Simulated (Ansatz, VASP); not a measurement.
One calculation of B3Pd, two programs

```
CELL_PARAMETERS angstrom
2.08130 1.20164 2.52467
-2.08130 1.20164 2.52467
0.00000 -2.40328 2.52467
ATOMIC_POSITIONS crystal
B 0.28673 0.28673 0.28673
B 0.71327 0.71327 0.71327
B 0.50000 0.50000 0.50000
Pd 0.00000 0.00000 0.00000
```

Alike in both runs: functional PBE; k mesh 6 × 6 × 6; occupations gaussian, width 0.2 eV; no spin polarisation.

Ansatz relaxed the structure, and its values are those at the end. VASP's run is a single point on that final structure, the one shown.

|  | VASP | Ansatz |
| --- | --- | --- |
| version | VASP 6.6.1 | Ansatz 0.2.0 |
| potentials or method | VASP PAW PBE potentials, release 64 (B, Pd), cutoff 500 eV | scalar-relativistic, plane waves, PAW |
| valence electrons in the cell | 19 | 27 |

VASP gave:

* gap on the k mesh at the Fermi level (eV): none
* pressure (GPa): 0.3
* rms of the force components (eV/Å): 0.007

Which values does Ansatz return?

gap on the k mesh at the Fermi level (eV): none; pressure (GPa): 0.3; rms of the force components (eV/Å): 0.003.

A gap of «none» marks a metal or a gap that the smearing closes. VASP's potentials hold 19 valence electrons a cell and Ansatz's 27, so a difference there can come from the potentials and not from the codes.
